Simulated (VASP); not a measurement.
Wanted: the native input for a VASP 6.6.1 run.

| Property | Result |
| --- | --- |
| Task | single point |
| Functional | PBE |
| Potentials or basis | VASP PAW PBE potentials, release 64 (Na_pv, H) |
| Cutoff | 520 eV |
| k mesh | 12 × 12 × 12 |
| Occupations | gaussian, width 0.05 eV |
| Spin | no spin polarisation |
| Dipole correction | no |
| Further INCAR settings | ALGO = Normal; EDIFF = 1e-07; NBANDS = 11 |

The structure of NaH lies in POSCAR:

```
NaH
1.0
    0.0000000000      2.4163655656      2.4163655656
    2.4163655656      0.0000000000      2.4163655656
    2.4163655656      2.4163655656      0.0000000000
Na H
1 1
Direct
    0.0000000000      0.0000000000      0.0000000000
    0.5000000000      0.5000000000      0.5000000000
```

The input as run:

INCAR

```
ALGO = Normal
EDIFF = 1E-7
ENCUT = 520
GGA = PE
ISIF = 2
ISMEAR = 0
LASPH = T
LCHARG = F
LREAL = F
LWAVE = F
NBANDS = 11
NELM = 80
PREC = Accurate
SIGMA = 0.05
```

KPOINTS

```
k-points
0
Gamma
  12 12 12
```

Potentials or basis: VASP PAW PBE potentials, release 64 (Na_pv, H).

The run is started by

```sh
$ cat potpaw_PBE.64/Na_pv/POTCAR potpaw_PBE.64/H/POTCAR > POTCAR
$ mpirun -np 1 vasp_std > vasp.out
```

Results of the run:

- Pressure: 0.0 GPa
- Band gap on the k mesh: 3.76 eV, indirect (least direct gap 4.62 eV)

It took 27 s on 1 thread of AMD EPYC 7R13 Processor (Zen 3) (shared host), peak memory 0.13 GiB.
